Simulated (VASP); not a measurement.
# La (Fm-3m) in VASP: notebook

The runs below take La through single point, with PBE.

All numbers are computed with VASP 6.6.1; they aren't measurements. Logs are shortened: lines on timing, memory, paths and dates and some standing lists are left out, and cuts for length are marked.

### 1 The cell of the first run

It takes space group Fm-3m (No. 225, cubic). Conventional cell: a = 5.291 Å, b = 5.291 Å, c = 5.291 Å, α = 90.00°, β = 90.00°, γ = 90.00°. Within 4.9 Å of La (site symmetry m-3m) lie 12 La at 3.74 Å.

### 2 Single point, PBE

The input, INCAR:

```
SYSTEM = La
  PREC = Accurate
  ENCUT = 520
  EDIFF = 1E-7
  ISMEAR = -1
  SIGMA = 0.1
  LREAL = .FALSE.
  LASPH = .TRUE.
  NELM = 60
  ALGO = Normal
  ISIF = 2
  LWAVE = .FALSE.
  LCHARG = .FALSE.
  GGA = PE
  NBANDS = 12
```

The input, KPOINTS:

```
regular mesh
0
G
  8 8 8
  0 0 0
```

The input, POSCAR:

```
La
1.0
    0.0000000000      2.6455000000      2.6455000000
    2.6455000000      0.0000000000      2.6455000000
    2.6455000000      2.6455000000      0.0000000000
La
1
Direct
    0.0000000000      0.0000000000      0.0000000000
```

Potentials or basis: VASP PAW PBE potentials, release 64 (La).

On the command line:

```console
> cat potpaw_PBE.64/La/POTCAR > POTCAR
> mpirun -np 1 vasp_std > vasp.out
```

OUTCAR:

```text
SYSTEM = La
   PREC = Accurate
   ENCUT = 520
   EDIFF = 1E-7
   ISMEAR = -1
   LREAL = .FALSE.
   LASPH = .TRUE.
   NELM = 60
   ISIF = 2
   GGA = PE

 ion  position               nearest neighbor table
   1  0.000  0.000  0.000-

  LATTYP: Found a face centered cubic cell.
 ALAT       =     5.2910000000

  Lattice vectors:

 A1 = (   0.0000000000,   2.6455000000,   2.6455000000)
 A2 = (   2.6455000000,   0.0000000000,   2.6455000000)
 A3 = (   2.6455000000,   2.6455000000,   0.0000000000)

Analysis of symmetry for initial positions (statically):
=====================================================================
 Subroutine PRICEL returns:
 Original cell was already a primitive cell.

 Routine SETGRP: Setting up the symmetry group for a
 face centered cubic supercell.

 Subroutine GETGRP returns: Found 48 space group operations
 (whereof 48 operations were pure point group operations)
 out of a pool of 48 trial point group operations.

The static configuration has the point symmetry O_h .

Analysis of symmetry for dynamics (positions and initial velocities):
=====================================================================
 Subroutine PRICEL returns:
 Original cell was already a primitive cell.

 Routine SETGRP: Setting up the symmetry group for a
 face centered cubic supercell.

 Subroutine GETGRP returns: Found 48 space group operations
 (whereof 48 operations were pure point group operations)
 out of a pool of 48 trial point group operations.

The dynamic configuration has the point symmetry O_h .

 Subroutine INISYM returns: Found 48 space group operations
 (whereof 48 operations are pure point group operations),
 and found     1 'primitive' translations

----------------------------------------------------------------------------------------

                                     Primitive cell

  volume of cell :      37.0300

  direct lattice vectors                    reciprocal lattice vectors
     0.000000000  2.645500000  2.645500000    -0.189000189  0.189000189  0.189000189
     2.645500000  0.000000000  2.645500000     0.189000189 -0.189000189  0.189000189
     2.645500000  2.645500000  0.000000000     0.189000189  0.189000189 -0.189000189

  length of vectors
     3.741301979  3.741301979  3.741301979     0.327357930  0.327357930  0.327357930

  position of ions in fractional coordinates (direct lattice)
     0.000000000  0.000000000  0.000000000

  ion indices of the primitive-cell ions
   primitive index   ion index
                 1           1

----------------------------------------------------------------------------------------

 KPOINTS: regular mesh

Automatic generation of k-mesh.
 Grid dimensions read from file:
 generate k-points for:    8    8    8

 Generating k-lattice:

  Cartesian coordinates                     Fractional coordinates (reciprocal lattice)
    -0.023625024  0.023625024  0.023625024     0.125000000  0.000000000  0.000000000
     0.023625024 -0.023625024  0.023625024     0.000000000  0.125000000  0.000000000
     0.023625024  0.023625024 -0.023625024     0.000000000  0.000000000  0.125000000

  Length of vectors
     0.040919741  0.040919741  0.040919741

  Shift w.r.t. Gamma in fractional coordinates (k-lattice)
     0.000000000  0.000000000  0.000000000

 Subroutine IBZKPT returns following result:
 ===========================================

 Found     29 irreducible k-points:

 Following reciprocal coordinates:
            Coordinates               Weight
  0.000000  0.000000  0.000000      1.000000
  0.125000  0.000000  0.000000      8.000000
  0.250000  0.000000  0.000000      8.000000
  0.375000  0.000000  0.000000      8.000000
  0.500000  0.000000  0.000000      4.000000
  0.125000  0.125000  0.000000      6.000000
[... 16 lines left out ...]
  0.500000  0.250000  0.125000     48.000000
 -0.375000  0.250000  0.125000     24.000000
 [... further k-points ...]
   k-points           NKPTS =     29   k-points in BZ     NKDIM =     29   number of bands    NBANDS=     12
   number of dos      NEDOS =    301   number of ions     NIONS =      1
   total plane-waves  NPLWV =  21952
   dimension x,y,z NGX =    28 NGY =   28 NGZ =   28
   dimension x,y,z NGXF=    56 NGYF=   56 NGZF=   56
   ions per type =               1
   NGX,Y,Z   is equivalent  to a cutoff of  12.44, 12.44, 12.44 a.u.
   NGXF,Y,Z  is equivalent  to a cutoff of  24.88, 24.88, 24.88 a.u.
 SYSTEM =  La
   PREC   = accura    normal or accurate (medium, high low for compatibility)
   ISTART =      0    job   : 0-new  1-cont  2-samecut
   ICHARG =      2    charge: 1-file 2-atom 10-const
   ISPIN  =      1    spin polarized calculation?
   LNONCOLLINEAR =      F non collinear calculations
   LSORBIT =      F    spin-orbit coupling
   LASPH  =      T    aspherical Exc in radial PAW
   ENCUT  =  520.0 eV  38.22 Ry    6.18 a.u.   6.96  6.96  6.96*2*pi/ulx,y,z
   NELM   =     60;   NELMIN=  2; NELMDL= -5     # of ELM steps
   EDIFF  = 0.1E-06   stopping-criterion for ELM
   LREAL  =      F    real-space projection
   EDIFFG = 0.1E-05   stopping-criterion for IOM
   NSW    =      0    number of steps for IOM
   IBRION =     -1    ionic relax: 0-MD 1-quasi-New 2-CG
   NFREE  =      0    steps in history (QN), initial steepest desc. (CG)
   ISIF   =      2    stress and relaxation
   ISYM   =      2    0-nonsym 1-usesym 2-fastsym
   POTIM  = 0.5000    time-step for ionic-motion
   TEBEG  =    0.0;   TEEND  =   0.0 temperature during run
   PSTRESS=    0.0 pullay stress
   NELECT =      11.0000    total number of electrons
   NUPDOWN=      -1.0000    fix difference up-down
   EMIN   =  10.00;   EMAX   =-10.00  energy-range for DOS
   EFERMI =   0.00;   METHOD = LEGACY
   ISMEAR =    -1;   SIGMA  =   0.10  broadening in eV -4-tet -1-fermi 0-gaus
   EFERMI_NEDOS =   21; number of points for ismear=-14 and -15
   IALGO  =     38    algorithm
   IMIX   =      4    mixing-type and parameters
     AMIX     =   0.40;   BMIX     =  1.00
     AMIX_MAG =   1.60;   BMIX_MAG =  1.00
  volume/ion in A,a.u.               =      37.03       249.89
  Fermi-wavevector in a.u.,A,eV,Ry     =   1.092332  2.064208 16.234322  1.193189
  Thomas-Fermi vector in A             =   2.228595
   LORBIT       =      0    0 simple, 1 ext, 2 COOP (PROOUT), +10 PAW based schemes
   GGA     = PE    functional components
   LHFCALC =     F    Hartree Fock is set to
   AEXX    =    0.0000 exact exchange contribution
   IVDW    =     0    specifies the selected vdW correction
   LEPSILON=     F    determine dielectric tensor
   LRPA    =     F    only Hartree local field effects (RPA)
 non-spin polarized calculation
  energy-cutoff  :      520.00
  volume of cell :       37.03
 maximum number of plane-waves:      1012
   NGX = 13   NGY = 13   NGZ = 13

 number of electron      10.9999999 magnetization

 Free energy of the ion-electron system (eV)
  ---------------------------------------------------
  ext. energy  EPLUGINS =         0.00000000
  ---------------------------------------------------
  free energy    TOTEN  =        -4.91477929 eV

  energy without entropy =       -4.85867838  energy(sigma->0) =       -4.88672883

 E-fermi :   7.8920     XC(G=0):  -9.5712

 val. band max:        7.7144476931   @ k =  -0.3750   0.3750   0.1250
 cond. band min:       7.9271652697   @ k =   0.5000   0.2500   0.1250
 fundamental gap:      0.2127175766
 Fermi energy:         7.8919751495

 k-point     1 :       0.0000    0.0000    0.0000
  band No.  band energies     occupation
      1     -24.9581      2.00000
      2      -7.9483      2.00000
      3      -7.9483      2.00000
      4      -7.9483      2.00000
      5       4.7186      2.00000
      6       9.2107      0.00000
      7       9.3863      0.00000
      8       9.3863      0.00000
      9       9.3863      0.00000
     10       9.7127      0.00000
     11       9.7127      0.00000
     12       9.7127      0.00000

 k-point     2 :       0.1250    0.0000    0.0000
  band No.  band energies     occupation
      1     -24.9299      2.00000
      2      -8.1768      2.00000
      3      -7.9751      2.00000
      4      -7.9751      2.00000
      5       5.1652      2.00000
      6       8.6139      0.00146
      7       9.4307      0.00000
      8       9.4307      0.00000
      9       9.6179      0.00000
     10       9.7164      0.00000
     11       9.7164      0.00000
     12       9.9038      0.00000

 k-point     3 :       0.2500    0.0000    0.0000
  band No.  band energies     occupation
      1     -24.8606      2.00000
      2      -8.6897      2.00000
      3      -8.0388      2.00000
      4      -8.0388      2.00000
      5       6.0156      2.00000
      6       8.4159      0.01055
      7       9.4107      0.00000
      8       9.4107      0.00000
      9       9.4764      0.00000
     10       9.7281      0.00000
     11       9.7281      0.00000
     12      10.2287      0.00000

 k-point     4 :       0.3750    0.0000    0.0000
  band No.  band energies     occupation
      1     -24.7897      2.00000
      2      -9.1592      2.00000
      3      -8.1012      2.00000
      4      -8.1012      2.00000
      5       6.2305      2.00000
      6       9.2168      0.00000
      7       9.2659      0.00000
      8       9.2659      0.00000
      9       9.3859      0.00000
     10       9.7399      0.00000
     11       9.7399      0.00000
     12      10.2412      0.00000

 k-point     5 :       0.5000    0.0000    0.0000
  band No.  band energies     occupation
      1     -24.7599      2.00000
      2      -9.3435      2.00000
      3      -8.1266      2.00000
      4      -8.1266      2.00000
      5       6.1810      2.00000
      6       9.1808      0.00001
      7       9.1808      0.00001
      8       9.2315      0.00000
      9       9.7445      0.00000
     10       9.7445      0.00000
     11       9.7620      0.00000
     12      10.1912      0.00000

 k-point     6 :       0.1250    0.1250    0.0000
  band No.  band energies     occupation
      1     -24.9205      2.00000
      2      -8.1705      2.00000
      3      -8.0246      2.00000
      4      -8.0246      2.00000
      5       5.3182      2.00000
      6       8.3763      0.01564
      7       9.4727      0.00000
      8       9.5074      0.00000
      9       9.5074      0.00000
     10       9.8080      0.00000
     11       9.8080      0.00000
     12       9.8507      0.00000

 k-point     7 :       0.2500    0.1250    0.0000
  band No.  band energies     occupation
      1     -24.8649      2.00000
      2      -8.5509      2.00000
      3      -8.1037      2.00000
      4      -8.0828      2.00000
      5       6.1020      2.00000
      6       7.9788      0.59109
      7       9.0608      0.00002
      8       9.5649      0.00000
      9       9.6638      0.00000
     10       9.8040      0.00000
     11       9.8426      0.00000
     12      10.0974      0.00000

 k-point     8 :       0.3750    0.1250    0.0000
  band No.  band energies     occupation
      1     -24.7943      2.00000
      2      -9.0044      2.00000
      3      -8.1746      2.00000
      4      -8.1653      2.00000
      5       6.5720      2.00000
      6       8.3791      0.01521
      7       8.7037      0.00060
      8       9.5165      0.00000
      9       9.7596      0.00000
     10       9.8029      0.00000
     11       9.8125      0.00000
     12      10.1477      0.00000
[... 166 lines left out ...]
 k-point    20 :      -0.3750    0.3750    0.0000
  band No.  band energies     occupation
      1     -24.7000      2.00000
      2      -9.0358      2.00000
      3      -8.7684      2.00000
      4      -8.3398      2.00000
      5       6.5875      2.00000
      6       7.5741      1.92003
      7       9.3806      0.00000
      8       9.6227      0.00000
      9       9.7499      0.00000
     10       9.7599      0.00000
     11      10.1319      0.00000
     12      10.1607      0.00000

 k-point    21 :       0.5000    0.5000    0.0000
  band No.  band energies     occupation
      1     -24.6949      2.00000
      2      -9.2456      2.00000
      3      -8.4443      2.00000
      4      -8.4443      2.00000
      5       5.9129      2.00000
      6       6.5020      2.00000
      7       9.8053      0.00000
      8       9.8059      0.00000
      9       9.8059      0.00000
     10       9.8158      0.00000
     11      10.1130      0.00000
     12      10.1130      0.00000

 k-point    22 :       0.3750    0.2500    0.1250
  band No.  band energies     occupation
      1     -24.8086      2.00000
      2      -8.8019      2.00000
      3      -8.3080      2.00000
      4      -8.1259      2.00000
      5       6.8455      1.99994
      6       7.6961      1.75277
      7       8.5750      0.00216
      8       9.6508      0.00000
      9       9.7079      0.00000
     10       9.8549      0.00000
     11       9.9311      0.00000
     12      10.1128      0.00000

 k-point    23 :       0.5000    0.2500    0.1250
  band No.  band energies     occupation
      1     -24.7513      2.00000
      2      -9.0528      2.00000
      3      -8.4637      2.00000
      4      -8.2050      2.00000
      5       7.1765      1.99844
      6       7.9272      0.82584
      7       8.4261      0.00953
      8       9.6486      0.00000
      9       9.7734      0.00000
     10       9.7807      0.00000
     11      10.0182      0.00000
     12      10.1446      0.00000

 k-point    24 :      -0.3750    0.2500    0.1250
  band No.  band energies     occupation
      1     -24.7272      2.00000
      2      -9.1593      2.00000
      3      -8.5119      2.00000
      4      -8.2477      2.00000
      5       7.1973      1.99808
      6       7.7051      1.73264
      7       9.1355      0.00001
      8       9.5560      0.00000
      9       9.6661      0.00000
     10       9.7930      0.00000
     11      10.0741      0.00000
     12      10.1836      0.00000

 [... further k-points ...]
[... 5 lines left out ...]
  --------------------------------------------------------------------------------------
  -------------------------------------------------------------------------------------
  Total       -0.0303004     -0.0303004     -0.0303004     -0.0000000      0.0000000      0.0000000
  in kB       -1.3110081     -1.3110081     -1.3110081     -0.0000000      0.0000000      0.0000000
  external PRESSURE =      -1.3110081 kB  Pullay stress =       0.0000000 kB

 VOLUME and BASIS-vectors are now :
 -----------------------------------------------------------------------------
  energy-cutoff  :      520.00
  volume of cell :       37.03
      direct lattice vectors                 reciprocal lattice vectors
     0.000000000  2.645500000  2.645500000    -0.189000189  0.189000189  0.189000189
     2.645500000  0.000000000  2.645500000     0.189000189 -0.189000189  0.189000189
     2.645500000  2.645500000  0.000000000     0.189000189  0.189000189 -0.189000189

 POSITION                                       TOTAL-FORCE (eV/Angst)
 -----------------------------------------------------------------------------------
      0.00000      0.00000      0.00000         0.000000     -0.000000      0.000000
 -----------------------------------------------------------------------------------
    total drift:                                0.000000      0.000000      0.000000

  FREE ENERGIE OF THE ION-ELECTRON SYSTEM (eV)
  ---------------------------------------------------
  free  energy   TOTEN  =        -4.9147792888 eV

  energy  without entropy=       -4.8586783779  energy(sigma->0) =       -4.88672883
```

It took 18 s on 1 thread of Intel Xeon Platinum 8559C (Emerald Rapids), shared host; peak memory 0.17 GiB.

What came out:

- Free energy: -4.9148 eV
- Pressure: -0.1 GPa

Caveat: spin-orbit coupling is left out, which moves the levels of the heavy elements.

(Continued in part 2 of 2.)
